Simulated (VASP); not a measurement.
**Cr: single point with LDA**

Crystal: Cr.

```
Cr
1.0
     2.71400    0.00000    0.00000
    -1.35700    2.35039    0.00000
     0.00000    0.00000    4.41000
Cr
2
Cartesian
  0.0000 1.5669 1.1025
  1.3570 0.7835 3.3075
```

```json
{"Program": "VASP 6.6.1", "Task": "single point", "Functional": "LDA", "Potentials or basis": "VASP PAW LDA potentials, release 64 (Cr_pv)", "Cutoff": "520 eV", "k mesh": "12 × 12 × 7", "Occupations": "fermi-dirac, width 0.03 eV", "Spin": "non-collinear spin, typed start", "Starting moments": "[[0.0, 0.0, 0.5], [0.0, 0.0, 0.5]] μB", "Dipole correction": "no", "Further INCAR settings": "ALGO = Normal; EDIFF = 1e-07; NBANDS = 36"}
```

* Pressure: -38.5 GPa
* Band gap on the k mesh: zero (band 24 reaches 8.74 eV, above the bottom of band 25 at 7.76 eV)
* Net moment: 1.00 μB per cell
* Valence electrons inside the program's atomic spheres: Cr 10.73

Stress tensor (GPa, compression positive):
```
-40.76   0.00   0.00
  0.00 -40.76   0.00
  0.00   0.00 -33.88
```

Levels at points of the mesh, in eV from the Fermi level:
```tsv
k point	band 21	band 22	band 23	band 24	band 25	band 26	band 27	band 28
(0.00, 0.00, 0.00)	-0.11	-0.11	-0.11	-0.11	0.27	0.27	0.34	0.34
(0.50, 0.00, 0.00)	-0.63	-0.52	-0.24	-0.16	-0.07	0.27	1.75	1.86
```

Moments on the atoms (μB; x, y, z):
```
Cr  0.00 0.00 0.46
Cr  0.00 0.00 0.46
```

Run time: 6.7 min on 1 thread of Oxide Virtual Turin-like Processor, on a shared host, peak memory 0.24 GiB.
